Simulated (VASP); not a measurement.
# LiF (Fm-3m) in VASP: notebook

LiF is run at these levels: PBE; tasks: single point.

All numbers are computed with VASP 6.6.1; they aren't measurements. Logs are shortened: lines on timing, memory, paths and dates and some standing lists are left out, and cuts for length are marked.

### Step 1. The cell of the first run

The structure is cubic, space group Fm-3m (No. 225). Conventional cell: a = 4.041 Å, b = 4.041 Å, c = 4.041 Å, α = 90.00°, β = 90.00°, γ = 90.00°. Li (site symmetry m-3m) has 6 F at 2.02 Å within 2.7 Å. Within 2.7 Å of F (site symmetry m-3m) lie 6 Li at 2.02 Å.

### Step 2. Single point, PBE (volume scaled by 0.980)

File INCAR:

```
SYSTEM = LiF
ALGO     = Normal         ! electronic algorithm
EDIFF    = 1E-6           ! SCF threshold, eV
ENCUT    = 520            ! plane-wave cutoff, eV
GGA      = PE             ! functional
ISIF     = 2              ! what is computed and relaxed
ISMEAR   = 0              ! smearing method
LASPH    = .True.         ! aspherical terms in the spheres
LCHARG   = .False.        ! write CHGCAR
LREAL    = .False.        ! projectors in reciprocal space
LWAVE    = .False.        ! write WAVECAR
NBANDS   = 12             ! bands
NELM     = 100            ! most SCF steps
PREC     = Accurate       ! precision mode
SIGMA    = 0.05           ! smearing width, eV
```

File KPOINTS:

```
k-points
0
Gamma
  14 14 14
  0 0 0
```

File POSCAR:

```
LiF
1.0
    0.0000000000      2.0203706372      2.0203706372
    2.0203706372      0.0000000000      2.0203706372
    2.0203706372      2.0203706372      0.0000000000
Li F
1 1
Direct
    0.0000000000      0.0000000000      0.0000000000
    0.5000000000      0.5000000000      0.5000000000
```

Potentials or basis: VASP PAW PBE potentials, release 64 (Li_sv, F).

Command:

```console
cat potpaw_PBE.64/Li_sv/POTCAR potpaw_PBE.64/F/POTCAR > POTCAR
mpirun -np 1 vasp_std > vasp.out
```

OUTCAR:

```text
SYSTEM = LiF
   EDIFF = 1E-6
   ENCUT = 520
   GGA = PE
   ISIF = 2
   ISMEAR = 0
   LASPH = .True.
   LREAL = .False.
   NELM = 100
   PREC = Accurate

 ion  position               nearest neighbor table
   1  0.000  0.000  0.000-   2 2.02   2 2.02   2 2.02   2 2.02   2 2.02   2 2.02
   2  0.500  0.500  0.500-   1 2.02   1 2.02   1 2.02   1 2.02   1 2.02   1 2.02

  LATTYP: Found a face centered cubic cell.
 ALAT       =     4.0407412744

  Lattice vectors:

 A1 = (   0.0000000000,   2.0203706372,   2.0203706372)
 A2 = (   2.0203706372,   0.0000000000,   2.0203706372)
 A3 = (   2.0203706372,   2.0203706372,   0.0000000000)

Analysis of symmetry for initial positions (statically):
=====================================================================
 Subroutine PRICEL returns:
 Original cell was already a primitive cell.

 Routine SETGRP: Setting up the symmetry group for a
 face centered cubic supercell.

 Subroutine GETGRP returns: Found 48 space group operations
 (whereof 48 operations were pure point group operations)
 out of a pool of 48 trial point group operations.

The static configuration has the point symmetry O_h .

Analysis of symmetry for dynamics (positions and initial velocities):
=====================================================================
 Subroutine PRICEL returns:
 Original cell was already a primitive cell.

 Routine SETGRP: Setting up the symmetry group for a
 face centered cubic supercell.

 Subroutine GETGRP returns: Found 48 space group operations
 (whereof 48 operations were pure point group operations)
 out of a pool of 48 trial point group operations.

The dynamic configuration has the point symmetry O_h .

 Subroutine INISYM returns: Found 48 space group operations
 (whereof 48 operations are pure point group operations),
 and found     1 'primitive' translations

----------------------------------------------------------------------------------------

                                     Primitive cell

  volume of cell :      16.4939

  direct lattice vectors                    reciprocal lattice vectors
     0.000000000  2.020370637  2.020370637    -0.247479344  0.247479344  0.247479344
     2.020370637  0.000000000  2.020370637     0.247479344 -0.247479344  0.247479344
     2.020370637  2.020370637  0.000000000     0.247479344  0.247479344 -0.247479344

  length of vectors
     2.857235556  2.857235556  2.857235556     0.428646798  0.428646798  0.428646798

  position of ions in fractional coordinates (direct lattice)
     0.000000000  0.000000000  0.000000000
     0.500000000  0.500000000  0.500000000

  ion indices of the primitive-cell ions
   primitive index   ion index
[... 82 lines left out ...]
   POTIM  = 0.5000    time-step for ionic-motion
   TEBEG  =    0.0;   TEEND  =   0.0 temperature during run
   PSTRESS=    0.0 pullay stress
   NELECT =      10.0000    total number of electrons
   NUPDOWN=      -1.0000    fix difference up-down
   EMIN   =  10.00;   EMAX   =-10.00  energy-range for DOS
   EFERMI =   0.00;   METHOD = LEGACY
   ISMEAR =     0;   SIGMA  =   0.05  broadening in eV -4-tet -1-fermi 0-gaus
   EFERMI_NEDOS =   21; number of points for ismear=-14 and -15
   IALGO  =     38    algorithm
   IMIX   =      4    mixing-type and parameters
     AMIX     =   0.40;   BMIX     =  1.00
     AMIX_MAG =   1.60;   BMIX_MAG =  1.00
  volume/ion in A,a.u.               =       8.25        55.65
  Fermi-wavevector in a.u.,A,eV,Ry     =   1.385587  2.618380 26.121161  1.919851
  Thomas-Fermi vector in A             =   2.509983
   LORBIT       =      0    0 simple, 1 ext, 2 COOP (PROOUT), +10 PAW based schemes
   GGA     = PE    functional components
   LHFCALC =     F    Hartree Fock is set to
   AEXX    =    0.0000 exact exchange contribution
   IVDW    =     0    specifies the selected vdW correction
   LEPSILON=     F    determine dielectric tensor
   LRPA    =     F    only Hartree local field effects (RPA)
 non-spin polarized calculation
 Gauss-broadening in eV      SIGMA  =   0.05
  energy-cutoff  :      520.00
  volume of cell :       16.49
 maximum number of plane-waves:       459
 NGX is ok and might be reduce to    24
   NGX = 11   NGY = 11   NGZ = 11

 number of electron      10.0000000 magnetization

 number of electron       9.9999991 magnetization

 Free energy of the ion-electron system (eV)
  ---------------------------------------------------
  ext. energy  EPLUGINS =         0.00000000
  ---------------------------------------------------
  free energy    TOTEN  =        -9.63934915 eV

  energy without entropy =       -9.63934915  energy(sigma->0) =       -9.63934915

 E-fermi :  -0.7188     XC(G=0):  -9.9364

 val. band max:       -1.0747851833   @ k =  -0.0714   0.0714   0.0000
 cond. band min:       7.9279961316   @ k =   0.0000   0.0000   0.0000
 fundamental gap:      9.0027813149
 Fermi energy:        -0.7187511248

 k-point     1 :       0.0000    0.0000    0.0000
  band No.  band energies     occupation
      1     -42.0174      2.00000
      2     -21.0243      2.00000
      3      -1.0755      2.00000
      4      -1.0755      2.00000
      5      -1.0755      2.00000
      6       7.9280      0.00000
      7      22.7654      0.00000
      8      22.7654      0.00000
      9      22.7654      0.00000
     10      23.1549      0.00000
     11      23.1549      0.00000
     12      23.1549      0.00000
[... 331 lines left out ...]
 k-point    24 :       0.2857    0.1429    0.0000
  band No.  band energies     occupation
      1     -41.9844      2.00000
      2     -20.7660      2.00000
      3      -2.4415      2.00000
      4      -1.4268      2.00000
      5      -1.4034      2.00000
      6       9.7512      0.00000
      7      16.7697      0.00000
      8      18.9499      0.00000
      9      19.3107      0.00000
     10      22.0926      0.00000
     11      29.1721      0.00000
     12      29.2331      0.00000

 [... further k-points ...]
[... 5 lines left out ...]
  --------------------------------------------------------------------------------------
  -------------------------------------------------------------------------------------
  Total        0.0976780      0.0976780      0.0976780      0.0000000     -0.0000000     -0.0000000
  in kB        9.4882105      9.4882105      9.4882105      0.0000000     -0.0000000     -0.0000000
  external PRESSURE =       9.4882105 kB  Pullay stress =       0.0000000 kB

 VOLUME and BASIS-vectors are now :
 -----------------------------------------------------------------------------
  energy-cutoff  :      520.00
  volume of cell :       16.49
      direct lattice vectors                 reciprocal lattice vectors
     0.000000000  2.020370637  2.020370637    -0.247479344  0.247479344  0.247479344
     2.020370637  0.000000000  2.020370637     0.247479344 -0.247479344  0.247479344
     2.020370637  2.020370637  0.000000000     0.247479344  0.247479344 -0.247479344

 POSITION                                       TOTAL-FORCE (eV/Angst)
 -----------------------------------------------------------------------------------
      0.00000      0.00000      0.00000        -0.000000     -0.000000      0.000000
      2.02037      2.02037      2.02037         0.000000      0.000000      0.000000
 -----------------------------------------------------------------------------------
    total drift:                               -0.000000     -0.000000      0.000000

  FREE ENERGIE OF THE ION-ELECTRON SYSTEM (eV)
  ---------------------------------------------------
  free  energy   TOTEN  =        -9.6393491541 eV

  energy  without entropy=       -9.6393491541  energy(sigma->0) =       -9.63934915
```

It took 13 s on 1 thread of AMD EPYC 9R14 (Zen 4), shared host; peak memory 0.11 GiB.

What came out:

```
Free energy            : -9.6393 eV
Band gap on the k mesh : 9.00 eV, indirect (the least direct gap lies 0.7 meV higher)
```

Caveat: the cutoff is under 1.25 times the usual one of these potentials, so pressure, stress and relaxed cells hold a basis-set (Pulay) error. A k mesh can miss the band edges.

### Step 3. Single point, PBE (volume scaled by 0.960)

File INCAR:

```
SYSTEM = LiF
  ALGO = Normal
  EDIFF = 1E-6
  ENCUT = 520
  GGA = PE
  ISIF = 2
  ISMEAR = 0
  LASPH = .TRUE.
  LCHARG = .FALSE.
  LREAL = .FALSE.
  LWAVE = .FALSE.
  NBANDS = 12
  NELM = 100
  PREC = Accurate
  SIGMA = 0.05
```

File KPOINTS:

```
k-points
0
G
  14 14 14
  0 0 0
```

File POSCAR:

```
LiF
1.0
    0.0000000000      2.0065320479      2.0065320479
    2.0065320479      0.0000000000      2.0065320479
    2.0065320479      2.0065320479      0.0000000000
Li F
1 1
Direct
    0.0000000000      0.0000000000      0.0000000000
    0.5000000000      0.5000000000      0.5000000000
```

Potentials or basis: VASP PAW PBE potentials, release 64 (Li_sv, F).

Command:

```console
cat potpaw_PBE.64/Li_sv/POTCAR potpaw_PBE.64/F/POTCAR > POTCAR
mpirun -np 1 vasp_std > vasp.out
```

OUTCAR:

```text
SYSTEM = LiF
   EDIFF = 1E-6
   ENCUT = 520
   GGA = PE
   ISIF = 2
   ISMEAR = 0
   LASPH = .TRUE.
   LREAL = .FALSE.
   NELM = 100
   PREC = Accurate

 ion  position               nearest neighbor table
   1  0.000  0.000  0.000-   2 2.01   2 2.01   2 2.01   2 2.01   2 2.01   2 2.01
   2  0.500  0.500  0.500-   1 2.01   1 2.01   1 2.01   1 2.01   1 2.01   1 2.01

  LATTYP: Found a face centered cubic cell.
 ALAT       =     4.0130640958

  Lattice vectors:

 A1 = (   0.0000000000,   2.0065320479,   2.0065320479)
 A2 = (   2.0065320479,   0.0000000000,   2.0065320479)
 A3 = (   2.0065320479,   2.0065320479,   0.0000000000)

Analysis of symmetry for initial positions (statically):
=====================================================================
 Subroutine PRICEL returns:
 Original cell was already a primitive cell.

 Routine SETGRP: Setting up the symmetry group for a
 face centered cubic supercell.

 Subroutine GETGRP returns: Found 48 space group operations
 (whereof 48 operations were pure point group operations)
 out of a pool of 48 trial point group operations.

The static configuration has the point symmetry O_h .

Analysis of symmetry for dynamics (positions and initial velocities):
=====================================================================
 Subroutine PRICEL returns:
 Original cell was already a primitive cell.

 Routine SETGRP: Setting up the symmetry group for a
 face centered cubic supercell.

 Subroutine GETGRP returns: Found 48 space group operations
 (whereof 48 operations were pure point group operations)
 out of a pool of 48 trial point group operations.

The dynamic configuration has the point symmetry O_h .

 Subroutine INISYM returns: Found 48 space group operations
 (whereof 48 operations are pure point group operations),
 and found     1 'primitive' translations

----------------------------------------------------------------------------------------

                                     Primitive cell

  volume of cell :      16.1573

  direct lattice vectors                    reciprocal lattice vectors
     0.000000000  2.006532048  2.006532048    -0.249186152  0.249186152  0.249186152
     2.006532048  0.000000000  2.006532048     0.249186152 -0.249186152  0.249186152
     2.006532048  2.006532048  0.000000000     0.249186152  0.249186152 -0.249186152

  length of vectors
     2.837664835  2.837664835  2.837664835     0.431603076  0.431603076  0.431603076

  position of ions in fractional coordinates (direct lattice)
     0.000000000  0.000000000  0.000000000
     0.500000000  0.500000000  0.500000000

  ion indices of the primitive-cell ions
   primitive index   ion index
                 1           1
                 2           2

----------------------------------------------------------------------------------------

 KPOINTS: k-points

Automatic generation of k-mesh.
 Grid dimensions read from file:
 generate k-points for:   14   14   14

 Generating k-lattice:

  Cartesian coordinates                     Fractional coordinates (reciprocal lattice)
    -0.017799011  0.017799011  0.017799011     0.071428571  0.000000000  0.000000000
     0.017799011 -0.017799011  0.017799011     0.000000000  0.071428571  0.000000000
     0.017799011  0.017799011 -0.017799011     0.000000000  0.000000000  0.071428571

  Length of vectors
     0.030828791  0.030828791  0.030828791

  Shift w.r.t. Gamma in fractional coordinates (k-lattice)
     0.000000000  0.000000000  0.000000000

 Subroutine IBZKPT returns following result:
 ===========================================

 Found    104 irreducible k-points:

 Following reciprocal coordinates:
            Coordinates               Weight
  0.000000  0.000000  0.000000      1.000000
  0.071429  0.000000  0.000000      8.000000
  0.142857  0.000000  0.000000      8.000000
  0.214286  0.000000  0.000000      8.000000
  0.285714  0.000000  0.000000      8.000000
  0.357143  0.000000  0.000000      8.000000
[... 16 lines left out ...]
  0.214286  0.142857  0.000000     24.000000
  0.285714  0.142857  0.000000     24.000000
 [... further k-points ...]
   k-points           NKPTS =    104   k-points in BZ     NKDIM =    104   number of bands    NBANDS=     12
   number of dos      NEDOS =    301   number of ions     NIONS =      2
   total plane-waves  NPLWV =  13824
   dimension x,y,z NGX =    24 NGY =   24 NGZ =   24
   dimension x,y,z NGXF=    48 NGYF=   48 NGZF=   48
   ions per type =               1   1
   NGX,Y,Z   is equivalent  to a cutoff of  14.06, 14.06, 14.06 a.u.
   NGXF,Y,Z  is equivalent  to a cutoff of  28.12, 28.12, 28.12 a.u.
 SYSTEM =  LiF
   PREC   = accura    normal or accurate (medium, high low for compatibility)
   ISTART =      0    job   : 0-new  1-cont  2-samecut
   ICHARG =      2    charge: 1-file 2-atom 10-const
   ISPIN  =      1    spin polarized calculation?
   LNONCOLLINEAR =      F non collinear calculations
   LSORBIT =      F    spin-orbit coupling
   LASPH  =      T    aspherical Exc in radial PAW
   ENCUT  =  520.0 eV  38.22 Ry    6.18 a.u.   5.28  5.28  5.28*2*pi/ulx,y,z
   NELM   =    100;   NELMIN=  2; NELMDL= -5     # of ELM steps
   EDIFF  = 0.1E-05   stopping-criterion for ELM
   LREAL  =      F    real-space projection
   EDIFFG = 0.1E-04   stopping-criterion for IOM
   NSW    =      0    number of steps for IOM
   IBRION =     -1    ionic relax: 0-MD 1-quasi-New 2-CG
   NFREE  =      0    steps in history (QN), initial steepest desc. (CG)
   ISIF   =      2    stress and relaxation
   ISYM   =      2    0-nonsym 1-usesym 2-fastsym
   POTIM  = 0.5000    time-step for ionic-motion
   TEBEG  =    0.0;   TEEND  =   0.0 temperature during run
   PSTRESS=    0.0 pullay stress
   NELECT =      10.0000    total number of electrons
   NUPDOWN=      -1.0000    fix difference up-down
   EMIN   =  10.00;   EMAX   =-10.00  energy-range for DOS
   EFERMI =   0.00;   METHOD = LEGACY
   ISMEAR =     0;   SIGMA  =   0.05  broadening in eV -4-tet -1-fermi 0-gaus
   EFERMI_NEDOS =   21; number of points for ismear=-14 and -15
   IALGO  =     38    algorithm
   IMIX   =      4    mixing-type and parameters
     AMIX     =   0.40;   BMIX     =  1.00
     AMIX_MAG =   1.60;   BMIX_MAG =  1.00
  volume/ion in A,a.u.               =       8.08        54.52
  Fermi-wavevector in a.u.,A,eV,Ry     =   1.395143  2.636438 26.482707  1.946424
  Thomas-Fermi vector in A             =   2.518624
   LORBIT       =      0    0 simple, 1 ext, 2 COOP (PROOUT), +10 PAW based schemes
   GGA     = PE    functional components
   LHFCALC =     F    Hartree Fock is set to
   AEXX    =    0.0000 exact exchange contribution
   IVDW    =     0    specifies the selected vdW correction
   LEPSILON=     F    determine dielectric tensor
   LRPA    =     F    only Hartree local field effects (RPA)
 non-spin polarized calculation
 Gauss-broadening in eV      SIGMA  =   0.05
  energy-cutoff  :      520.00
  volume of cell :       16.16
 maximum number of plane-waves:       448
 NGX is ok and might be reduce to    24
   NGX = 11   NGY = 11   NGZ = 11

 number of electron      10.0000000 magnetization

 number of electron       9.9999994 magnetization

 Free energy of the ion-electron system (eV)
  ---------------------------------------------------
  ext. energy  EPLUGINS =         0.00000000
  ---------------------------------------------------
  free energy    TOTEN  =        -9.63461763 eV

  energy without entropy =       -9.63461763  energy(sigma->0) =       -9.63461763

 E-fermi :  -0.6580     XC(G=0): -10.0369

 val. band max:       -0.9498914276   @ k =  -0.0714   0.0714   0.0000
 cond. band min:       8.2438024952   @ k =   0.0000   0.0000   0.0000
 fundamental gap:      9.1936939228
 Fermi energy:        -0.6580179178

 k-point     1 :       0.0000    0.0000    0.0000
  band No.  band energies     occupation
      1     -41.8462      2.00000
      2     -20.9548      2.00000
      3      -0.9507      2.00000
      4      -0.9507      2.00000
      5      -0.9507      2.00000
      6       8.2438      0.00000
      7      23.1654      0.00000
      8      23.1654      0.00000
      9      23.1654      0.00000
     10      23.4836      0.00000
     11      23.4836      0.00000
     12      23.4836      0.00000
[... 331 lines left out ...]
 k-point    24 :       0.2857    0.1429    0.0000
  band No.  band energies     occupation
      1     -41.8104      2.00000
      2     -20.6887      2.00000
      3      -2.3488      2.00000
      4      -1.3131      2.00000
      5      -1.2889      2.00000
      6      10.0545      0.00000
      7      17.0572      0.00000
      8      19.2788      0.00000
      9      19.6457      0.00000
     10      22.4441      0.00000
     11      29.6137      0.00000
     12      29.6655      0.00000

 [... further k-points ...]
[... 5 lines left out ...]
  --------------------------------------------------------------------------------------
  -------------------------------------------------------------------------------------
  Total        0.2538373      0.2538373      0.2538373      0.0000000     -0.0000000      0.0000000
  in kB       25.1708443     25.1708443     25.1708443      0.0000000     -0.0000000      0.0000000
  external PRESSURE =      25.1708443 kB  Pullay stress =       0.0000000 kB

 VOLUME and BASIS-vectors are now :
 -----------------------------------------------------------------------------
  energy-cutoff  :      520.00
  volume of cell :       16.16
      direct lattice vectors                 reciprocal lattice vectors
     0.000000000  2.006532048  2.006532048    -0.249186152  0.249186152  0.249186152
     2.006532048  0.000000000  2.006532048     0.249186152 -0.249186152  0.249186152
     2.006532048  2.006532048  0.000000000     0.249186152  0.249186152 -0.249186152

 POSITION                                       TOTAL-FORCE (eV/Angst)
 -----------------------------------------------------------------------------------
      0.00000      0.00000      0.00000         0.000000      0.000000     -0.000000
      2.00653      2.00653      2.00653         0.000000      0.000000      0.000000
 -----------------------------------------------------------------------------------
    total drift:                               -0.000000     -0.000000      0.000000

  FREE ENERGIE OF THE ION-ELECTRON SYSTEM (eV)
  ---------------------------------------------------
  free  energy   TOTEN  =        -9.6346176318 eV

  energy  without entropy=       -9.6346176318  energy(sigma->0) =       -9.63461763
```

It took 13 s on 1 thread of AMD EPYC 9R14 (Zen 4), shared host; peak memory 0.11 GiB.

Results:

```yaml
Free_energy: -9.6346 eV
Band_gap_on_the_k_mesh: 9.19 eV, indirect (the least direct gap lies 0.8 meV higher)
```

Caveat: the cutoff is under 1.25 times the usual one of these potentials, so pressure, stress and relaxed cells hold a basis-set (Pulay) error. A k mesh can miss the band edges.

(Part 1 of 2 ends here.)
